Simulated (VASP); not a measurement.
Set up this calculation in VASP 6.6.1, as the native input.

- Task: single point
- Functional: LDA
- Potentials or basis: VASP PAW LDA potentials, release 64 (Bi_d, Te)
- Cutoff: 520 eV
- k mesh: 7 × 7 × 7
- Occupations: fermi-dirac, width 0.05 eV
- Spin: no spin polarisation
- Dipole correction: no
- Further INCAR settings: ALGO = Normal; EDIFF = 1e-07; NBANDS = 18

The structure of BiTe lies in POSCAR:

```
BiTe
1.0
    0.0000000000      3.2564244654      3.2564244654
    3.2564244654      0.0000000000      3.2564244654
    3.2564244654      3.2564244654      0.0000000000
Bi Te
1 1
Direct
    0.0000000000      0.0000000000      0.0000000000
    0.5000000000      0.5000000000      0.5000000000
```

The input as run:

INCAR

```
ALGO = Normal
EDIFF = 1E-7
ENCUT = 520
ISIF = 2
ISMEAR = -1
LASPH = T
LCHARG = T
LELF = T
LREAL = F
LVHAR = T
LWAVE = F
NBANDS = 18
NELM = 60
PREC = Accurate
SIGMA = 0.05
```

KPOINTS

```
k-points
0
Gamma
  7 7 7
```

Potentials or basis: VASP PAW LDA potentials, release 64 (Bi_d, Te).

The run is started by

```console
$ cat potpaw_LDA.64/Bi_d/POTCAR potpaw_LDA.64/Te/POTCAR > POTCAR
$ mpirun -np 1 vasp_std > vasp.out
```

It gave:

```yaml
Pressure: -3.4 GPa
```

Wall time 9.5 s on 1 thread of Intel(R) Xeon(R) 6975P-C (Granite Rapids) (shared host), peak memory 0.18 GiB.
